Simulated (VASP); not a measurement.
Wanted: the native input for a VASP 6.6.1 run.

| Property | Result |
| --- | --- |
| Task | density of states |
| Functional | PBE |
| Potentials or basis | VASP PAW PBE potentials, release 64 (Si, Zr_sv) |
| Cutoff | 520 eV |
| k mesh | 8 × 8 × 6 |
| Occupations | tetrahedron, width 0.1 eV |
| Spin | no spin polarisation |
| Dipole correction | no |
| k mesh for the DOS | 12 × 12 × 9 |
| Occupations for the DOS | tetrahedron |
| Further INCAR settings | ALGO = Normal; EDIFF = 1e-06 |

ZrSi2:

```
Si Zr
1.0
     1.84279    3.19181    0.00000
    -1.84279    3.19181    0.00000
     0.00000    0.00000    4.07670
Si Zr
2 1
Cartesian
  -0.0002 2.1280 2.0383
  -0.0002 4.2556 2.0383
  0.0000 0.0000 0.0000
```

These files were run (other wordings do the same):

POSCAR

```
ZrSi2
1.0
    1.8427920000      3.1918050000      0.0000000000
   -1.8427920000      3.1918050000      0.0000000000
    0.0000000000      0.0000000000      4.0767000000
Si Zr
2 1
Direct
    0.3333000000      0.3334000000      0.5000000000
    0.6666000000      0.6667000000      0.5000000000
    0.0000000000      0.0000000000      0.0000000000
```

INCAR.step1

```
SYSTEM = ZrSi2
PREC = Accurate
ENCUT = 520
EDIFF = 1E-6
ISMEAR = -5
SIGMA = 0.1
LREAL = .False.
LASPH = .True.
NELM = 80
ALGO = Normal
ISIF = 2
LWAVE = .False.
LCHARG = .True.
LMAXMIX = 4
GGA = PE
NBANDS = 17
```

KPOINTS.step1

```
regular mesh
0
Gamma
  8 8 6
  0 0 0
```

INCAR.step2

```
SYSTEM = ZrSi2
PREC = Accurate
ENCUT = 520
EDIFF = 1E-6
ISMEAR = -5
SIGMA = 0.1
LREAL = .False.
LASPH = .True.
NELM = 80
ALGO = Normal
ISIF = 2
LWAVE = .False.
LCHARG = .False.
LMAXMIX = 4
GGA = PE
LORBIT = 10
NEDOS = 2001
ICHARG = 11
```

KPOINTS.step2

```
regular mesh
0
Gamma
  12 12 9
  0 0 0
```

Potentials or basis: VASP PAW PBE potentials, release 64 (Si, Zr_sv).

Run with:

```console
$ cat potpaw_PBE.64/Si/POTCAR potpaw_PBE.64/Zr_sv/POTCAR > POTCAR
$ cp INCAR.step1 INCAR
$ cp KPOINTS.step1 KPOINTS
$ mpirun -np 1 vasp_std > vasp.out
$ cp INCAR.step2 INCAR
$ cp KPOINTS.step2 KPOINTS
$ mpirun -np 1 vasp_std > vasp.out
```

Results of the run:

```
Valence electrons inside the program's atomic spheres : Si 1.82; Zr 9.78
```

Run time: 2.4 min on 1 thread of Intel(R) Xeon(R) Platinum 8488C (Sapphire Rapids), with other jobs on the host, peak memory 0.26 GiB.
